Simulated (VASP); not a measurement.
Crystal: Ge.

```
CELL_PARAMETERS angstrom
3.99759 0.00000 0.00000
-1.99879 3.46201 0.00000
0.00000 0.00000 6.59938
ATOMIC_POSITIONS crystal
Ge 0.66667 0.33333 0.06290
Ge 0.33333 0.66667 0.56290
Ge 0.66667 0.33333 0.43710
Ge 0.33333 0.66667 0.93710
```

```yaml
Program: VASP 6.6.1
Task: relaxation of cell and atoms
Functional: PBEsol
Dispersion: D3(BJ)
Potentials_or_basis: VASP PAW PBE potentials, release 64 (Ge_d)
Cutoff: 600 eV
k_mesh: 6 × 6 × 3
Occupations: fermi-dirac, width 0.1 eV
Spin: no spin polarisation
```

At the start: pressure -1.8 GPa; volume 22.83 Å³/atom.

Q: How do energy, volume and symmetry change on relaxing?

A: Over 7 steps the energy falls by 3.9 meV/atom and the volume is 22.18 Å³/atom (-2.8 %); space group P6_3/mmc (No. 194, to 0.05 Å).

Step by step:
```tsv
step	energy change (eV)	largest force (eV/Å)	pressure (GPa)	volume (Å³)
1	0.0000	0.0152	-1.81	91.33
2	-0.0139	0.0256	0.62	87.96
3	-0.0155	0.0146	0.05	88.74
4	-0.0155	0.0137	-0.05	88.82
5	-0.0155	0.0020	-0.04	88.81
6	-0.0155	0.0005	-0.05	88.81
7	-0.0155	0.0010	0.00	88.74
```

Final structure:
```cif
data_structure
_symmetry_space_group_name_H-M 'P 1'
_symmetry_Int_Tables_number 1
_cell_length_a 3.9632
_cell_length_b 3.9632
_cell_length_c 6.5238
_cell_angle_alpha 90.000
_cell_angle_beta 90.000
_cell_angle_gamma 120.000
_cell_volume 88.74
loop_
_atom_site_label
_atom_site_type_symbol
_atom_site_fract_x
_atom_site_fract_y
_atom_site_fract_z
_atom_site_occupancy
Ge1 Ge 0.66667 0.33333 0.06288 1
Ge2 Ge 0.33333 0.66667 0.56288 1
Ge3 Ge 0.66667 0.33333 0.43712 1
Ge4 Ge 0.33333 0.66667 0.93712 1
```

Caveat: the PAW data sets were made with another functional, which shifts forces and pressure a little; pairwise dispersion overbinds metals, which lowers pressure and volume.
